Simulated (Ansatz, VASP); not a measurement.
## One calculation of Os, two programs

File INCAR:

```
  PREC = Accurate
  ENCUT = 520
  EDIFF = 1E-6
  ISMEAR = 0
  SIGMA = 0.15
  LREAL = F
  LASPH = T
  NELM = 60
  ALGO = Fast
  ISIF = 2
  LWAVE = F
  LCHARG = F
  GGA = PE
  NBANDS = 15
```

KPOINTS

```
regular mesh
0
Gamma
  18 18 12
```

File POSCAR:

```
Os
1.0
    2.5153719775      0.0000000000      0.0000000000
   -1.2576859888      2.1783760324      0.0000000000
    0.0000000000      0.0000000000      4.3197000000
Os
2
Direct
    0.3333333333      0.6666666667      0.2500000000
    0.6666666667      0.3333333333      0.7500000000
```

Input for Ansatz:

```yaml
crystal:
  lattice:
    - [2.5153719775, 0.0, 0.0]
    - [-1.2576859888, 2.1783760324, 0.0]
    - [0.0, 0.0, 4.3197]
  atoms:
    - { symbol: Os, position: [0.3333333333, 0.6666666667, 0.25] }
    - { symbol: Os, position: [0.6666666667, 0.3333333333, 0.75] }
basis:
  ecutwfc: 420
kpoints:
  mp_grid: { grid: [18, 18, 12] }
hamiltonian:
  xc: pbe
scf:
  occupations: { method: gaussian, width: 0.15 }
output:
  forces: true
  stress: true
  eigenvalues: true
```

Change from the starting cell: strain -0.080 along x and y, +0.000 along z, atoms carried along.

Alike in both runs: task single point; functional PBE; k mesh 18 × 18 × 12; occupations gaussian, width 0.15 eV; no spin polarisation.

|  | VASP | Ansatz |
| --- | --- | --- |
| version | VASP 6.6.1 | Ansatz 0.2.0 |
| potentials or method | VASP PAW PBE potentials, release 64 (Os), cutoff 520 eV | scalar-relativistic, plane waves, PAW |
| valence electrons in the cell | 16 | 32 |

Ansatz gave:

| Item | Value |
| --- | --- |
| gap on the k mesh at the Fermi level (eV) | none |
| pressure (GPa) | 118.6 |
| traceless stress, the component that is largest in VASP (GPa) | -56.65 |

Problem. Which values does VASP return?

Solution. gap on the k mesh at the Fermi level (eV): none; pressure (GPa): 122.5; traceless stress, the component that is largest in VASP (GPa): -56.87.

A gap of «none» marks a metal or a gap that the smearing closes. Both programs put the cell under a high pressure, so it lies far from rest at this level. VASP's potentials hold 16 valence electrons a cell and Ansatz's 32, so a difference there can come from the potentials and not from the codes.

Neither program's run includes spin-orbit coupling. Noted on VASP's run: the cell as given lies far from equilibrium.
